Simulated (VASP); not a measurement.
Wanted: the native input for a VASP 6.6.1 run.

```yaml
Task: single point
Functional: PBEsol
Potentials_or_basis: VASP PAW PBE potentials, release 64 (Cd_sv_GW, As_d, C)
Cutoff: 700 eV
k_mesh: 6 × 6 × 4
Occupations: fermi-dirac, width 0.03 eV
Spin: no spin polarisation
Dipole_correction: no
Further_INCAR_settings: ALGO = Normal; EDIFF = 1e-06; NBANDS = 35
```

The structure of CdAs2C lies in POSCAR:

```
CdAs2C
1.0
    2.9681776721      0.0000000000      0.0000000000
    0.0000000000      2.9681776721      0.0000000000
    0.0000000000      0.0000000000      8.8112921027
Cd As C
1 2 1
Direct
    0.0000000000      0.0000000000      0.0000000000
    0.0000000000      0.5000000000      0.3528465956
    0.5000000000      0.0000000000      0.6471534044
    0.5000000000      0.5000000000      0.5000000000
```

The input as run:

INCAR

```
SYSTEM = CdAs2C
  PREC = Accurate
  ENCUT = 700
  EDIFF = 1E-6
  ISMEAR = -1
  SIGMA = 0.03
  LREAL = .False.
  LASPH = .True.
  NELM = 120
  ALGO = Normal
  ISIF = 2
  LWAVE = .False.
  LCHARG = .False.
  GGA = PS
  NBANDS = 35
  GGA_COMPAT = .False.
```

KPOINTS

```
Automatic mesh
0
Gamma
  6 6 4
  0 0 0
```

Potentials or basis: VASP PAW PBE potentials, release 64 (Cd_sv_GW, As_d, C).

Command:

```console
$ cat potpaw_PBE.64/Cd_sv_GW/POTCAR potpaw_PBE.64/As_d/POTCAR potpaw_PBE.64/C/POTCAR > POTCAR
$ mpirun -np 1 vasp_std > vasp.out
```

Results of the run:

```json
{
  "Pressure": "-0.1 GPa",
  "Largest force": "0.019 eV/Å",
  "Band gap on the k mesh": "zero (bands 27 and 28 overlap by 2.81 eV)"
}
```

Caveat: the PAW data sets were made with another functional, which shifts forces and pressure a little.

Run time: 110 s on 1 thread of AMD EPYC 7R13 Processor (Zen 3) (shared host), peak memory 0.3 GiB.
